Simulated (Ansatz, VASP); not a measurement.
**AlAs in VASP and in Ansatz**

```
Al As
1.0
     0.00000    2.83732    2.83732
     2.83732    0.00000    2.83732
     2.83732    2.83732    0.00000
Al As
1 1
Direct
  0.00000 0.00000 0.00000
  0.25000 0.25000 0.25000
```

Alike in both runs: functional PBEsol; k mesh 8 × 8 × 8; occupations gaussian, width 0.02 eV; no spin polarisation.

Ansatz relaxed the structure, and its values are those at the end. VASP's run is a single point on that final structure, the one shown.

```csv
,VASP,Ansatz
version,VASP 6.6.1,Ansatz 0.2.0
potentials or method,"VASP PAW PBE potentials, release 64 (Al, As), cutoff 500 eV","scalar-relativistic, plane waves, PAW"
valence electrons in the cell,8,18
```

```tsv
	VASP	Ansatz	Ansatz less VASP
gap on the k mesh at the Fermi level (eV)	1.33	1.34	+0.011
least direct gap on the mesh (eV)	1.92	1.91	-0.017
pressure (GPa)	0.3	0.0	-0.27
```

VASP's potentials were made for PBE, not for PBEsol. VASP's potentials hold 8 valence electrons a cell and Ansatz's 18, so a difference there can come from the potentials and not from the codes.
